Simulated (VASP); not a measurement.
Write the native input for VASP 6.6.1 that does the following.

* Task: single point
* Functional: PBEsol
* Potentials or basis: VASP PAW PBE potentials, release 64 (Mo_sv, Bi_d)
* Cutoff: 500 eV
* k mesh: 12 × 12 × 12
* Occupations: fermi-dirac, width 0.05 eV
* Spin: no spin polarisation
* Dipole correction: no
* Further INCAR settings: ALGO = Normal; EDIFF = 1e-06; NBANDS = 22

The structure of BiMo (CsCl type) lies in POSCAR:

```
BiMo
1.0
    3.3707807282      0.0000000000      0.0000000000
    0.0000000000      3.3707807282      0.0000000000
    0.0000000000      0.0000000000      3.3707807282
Mo Bi
1 1
Direct
    0.0000000000      0.0000000000      0.0000000000
    0.5000000000      0.5000000000      0.5000000000
```

One way to write it, as run:

INCAR

```
ALGO = Normal
EDIFF = 1E-6
ENCUT = 500
GGA = PS
GGA_COMPAT = F
ISIF = 2
ISMEAR = -1
LASPH = T
LCHARG = T
LELF = T
LREAL = F
LVHAR = T
LWAVE = F
NBANDS = 22
NELM = 120
PREC = Accurate
SIGMA = 0.05
```

KPOINTS

```
k-points
0
Gamma
  12 12 12
```

Potentials or basis: VASP PAW PBE potentials, release 64 (Mo_sv, Bi_d).

Launch:

```bash
$ cat potpaw_PBE.64/Mo_sv/POTCAR potpaw_PBE.64/Bi_d/POTCAR > POTCAR
$ mpirun -np 1 vasp_std > vasp.out
```

Results of the run:

```
Pressure               : 2.3 GPa
Band gap on the k mesh : zero (an odd number of electrons rules out a gap without spin polarisation)
```

Caveat: the PAW data sets were made with another functional, which shifts forces and pressure a little; spin-orbit coupling is left out, which moves the levels of the heavy elements.

Wall time 57 s on 1 thread of Oxide Virtual Turin-like Processor (shared host), peak memory 0.17 GiB.
